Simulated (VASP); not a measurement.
# Zn5S (P4/mmm) in VASP: notebook, part 2 of 2

VASP 6.6.1. The steps go on from the part before.

### 3 Relaxation of cell and atoms, PBE

INCAR reads:

```
PREC = Accurate
ENCUT = 600
EDIFF = 1E-6
ISMEAR = 0
SIGMA = 0.02
LREAL = False
LASPH = True
NELM = 80
ALGO = Normal
ISIF = 3
LWAVE = False
LCHARG = False
GGA = PE
IBRION = 2
NSW = 100
EDIFFG = -0.01
KPAR = 4
```

KPOINTS reads:

```
regular mesh
0
Gamma
  4 4 4
```

POSCAR reads:

```
Zn5S
1.0
    7.9731927751      0.0000000000      0.0000000000
    0.0000000000      7.9731927751      0.0000000000
    0.0000000000      0.0000000000      9.0707161363
Zn S
5 1
Direct
    0.5000000000      0.5000000000      0.7373001999
    0.5000000000      0.5000000000      0.2626998001
    0.0000000000      0.5000000000      0.5000000000
    0.5000000000      0.0000000000      0.5000000000
    0.5000000000      0.5000000000      0.0000000000
    0.5000000000      0.5000000000      0.5000000000
```

Potentials or basis: VASP PAW PBE potentials, release 64 (Zn, S).

The run is started by

```
$ cat potpaw_PBE.64/Zn/POTCAR potpaw_PBE.64/S/POTCAR > POTCAR
$ mpirun -np 4 vasp_std > vasp.out
```

OUTCAR:

```text
PREC = Accurate
   ENCUT = 600
   EDIFF = 1E-6
   ISMEAR = 0
   LREAL = False
   LASPH = True
   NELM = 80
   ISIF = 3
   GGA = PE
   IBRION = 2
   NSW = 100
   EDIFFG = -0.01

 ion  position               nearest neighbor table
   1  0.500  0.500  0.737-   6 2.15   5 2.38
   2  0.500  0.500  0.263-   6 2.15   5 2.38
   3  0.000  0.500  0.500-
   4  0.500  0.000  0.500-
   5  0.500  0.500  0.000-   1 2.38   2 2.38
   6  0.500  0.500  0.500-   1 2.15   2 2.15

  LATTYP: Found a simple tetragonal cell.
 ALAT       =     7.9731927751
 C/A-ratio  =     1.1376516776

  Lattice vectors:

 A1 = (   7.9731927751,   0.0000000000,   0.0000000000)
 A2 = (   0.0000000000,   7.9731927751,   0.0000000000)
 A3 = (   0.0000000000,   0.0000000000,   9.0707161363)

Analysis of symmetry for initial positions (statically):
=====================================================================
 Subroutine PRICEL returns:
 Original cell was already a primitive cell.

 Routine SETGRP: Setting up the symmetry group for a
 simple tetragonal supercell.

[... 167 lines left out ...]
  free energy    TOTEN  =        -6.21608944 eV

  energy without entropy =       -6.21608944  energy(sigma->0) =       -6.21608944

------------------------ aborting loop because EDIFF is reached ----------------------------------------

  FORCE on cell =-STRESS in cart. coord.  units (eV):
  Direction    XX          YY          ZZ          XY          YZ          ZX
  --------------------------------------------------------------------------------------
  -------------------------------------------------------------------------------------
  Total        0.1159144      0.1159144      0.2621035      0.0000000     -0.0000000      0.0000000
  in kB        0.3220637      0.3220637      0.7282446      0.0000000     -0.0000000      0.0000000
  external PRESSURE =       0.4574573 kB  Pullay stress =       0.0000000 kB
[... 101 lines left out ...]
  FREE ENERGIE OF THE ION-ELECTRON SYSTEM (eV)
  ---------------------------------------------------
  free  energy   TOTEN  =        -6.2163722798 eV

  energy  without entropy=       -6.2163722798  energy(sigma->0) =       -6.21637228

[... ionic steps 4 to 12 ...]

--------------------------------------- Ionic step       13  -------------------------------------------

 number of electron      65.9999941 magnetization

------------------------ aborting loop because EDIFF is reached ----------------------------------------
[... 75 lines left out ...]
--------------------------------------- Ionic step       15  -------------------------------------------

 number of electron      65.9999938 magnetization

 Free energy of the ion-electron system (eV)
  ---------------------------------------------------
  ext. energy  EPLUGINS =         0.00000000
  ---------------------------------------------------
  free energy    TOTEN  =        -6.21919990 eV

  energy without entropy =       -6.21919990  energy(sigma->0) =       -6.21919990

 E-fermi :  -3.7231     XC(G=0):  -3.6125

 val. band max:       -3.8476195814   @ k =   0.5000   0.5000   0.5000
 cond. band min:      -1.8190360645   @ k =   0.5000   0.0000   0.5000
 fundamental gap:      2.0285835169
 Fermi energy:        -3.7230740962

 k-point     1 :       0.0000    0.0000    0.0000
  band No.  band energies     occupation
      1     -15.2210      2.00000
      2     -10.7221      2.00000
      3     -10.6704      2.00000
      4     -10.4699      2.00000
      5     -10.4699      2.00000
      6     -10.3377      2.00000
[... 778 lines left out ...]
  FREE ENERGIE OF THE ION-ELECTRON SYSTEM (eV)
  ---------------------------------------------------
  free  energy   TOTEN  =        -6.2191998993 eV

  energy  without entropy=       -6.2191998993  energy(sigma->0) =       -6.21919990

 reached required accuracy - stopping structural energy minimisation
```

CONTCAR:

```text
Zn5S
   1.00000000000000
     8.2355694837381748    0.0000000000000000    0.0000000000000000
     0.0000000000000000    8.2355694837381748    0.0000000000000000
     0.0000000000000000   -0.0000000000000000    9.0774256829872773
  Zn              S
     5     1
Direct
     0.5000000000000000    0.5000000000000000    0.7373245152480749
     0.5000000000000000    0.5000000000000000    0.2626754847519250
     1.0000000000000000    0.5000000000000000    0.5000000000000000
     0.5000000000000000    0.0000000000000000    0.5000000000000000
     0.5000000000000000    0.5000000000000000    0.0000000000000000
     0.5000000000000000    0.5000000000000000    0.5000000000000000

  0.00000000E+00  0.00000000E+00  0.00000000E+00
  0.00000000E+00  0.00000000E+00  0.00000000E+00
  0.00000000E+00  0.00000000E+00  0.00000000E+00
  0.00000000E+00  0.00000000E+00  0.00000000E+00
  0.00000000E+00  0.00000000E+00  0.00000000E+00
  0.00000000E+00  0.00000000E+00  0.00000000E+00
```

It took 39 min on 4 MPI ranks of Oxide Virtual Turin-like, shared host; peak memory 0.95 GiB.

What came out:

* Free energy: -6.2192 eV
* Relaxed volume: 102.61 Å³/atom
* Relaxed cell: a = 8.236 Å, b = 8.236 Å, c = 9.077 Å, α = 90.00°, β = 90.00°, γ = 90.00°
* Space group after relaxing (to 0.1 Å): P4/mmm (No. 123)
* Energy gained by relaxing: 0.5 meV/atom
* Ionic steps: 15
* Pressure after relaxing: 0.0 GPa
* Largest force after relaxing: 0.006 eV/Å
* Band gap on the k mesh: 2.03 eV

Forces on the atoms (eV/Å):
```
Zn   0.000  0.000 -0.006
Zn   0.000  0.000  0.006
Zn   0.000  0.000  0.000
Zn   0.000  0.000  0.000
Zn   0.000  0.000  0.000
S    0.000  0.000  0.000
```

Step by step:
```
step  energy change (eV)  largest force (eV/Å)  pressure (GPa)  volume (Å³)
   1              0.0000                0.0126            0.05       576.64
   2             -0.0003                0.0214            0.00       578.93
   3             -0.0003                0.0135            0.01       578.40
   4             -0.0005                0.0041            0.01       579.44
   5             -0.0009                0.0244            0.02       582.59
   6             -0.0014                0.0817            0.02       588.90
   7             -0.0015                0.0773            0.02       589.58
   8             -0.0018                0.0643            0.01       591.62
   9             -0.0022                0.0388            0.00       595.71
  10             -0.0025                0.0116           -0.02       603.95
  11             -0.0027                0.0161           -0.02       606.01
  12             -0.0030                0.0295            0.00       612.20
  13             -0.0030                0.0352            0.00       614.65
  14             -0.0031                0.0209            0.00       615.15
  15             -0.0031                0.0060            0.00       615.67
```

Final structure:
```xyz
6
Lattice="8.2356 0.0000 0.0000 0.0000 8.2356 0.0000 0.0000 0.0000 9.0774" Properties=species:S:1:pos:R:3 pbc="T T T"
Zn    4.1178    4.1178    6.6930
Zn    4.1178    4.1178    2.3844
Zn    8.2356    4.1178    4.5387
Zn    4.1178    0.0000    4.5387
Zn    4.1178    4.1178    0.0000
S     4.1178    4.1178    4.5387
```
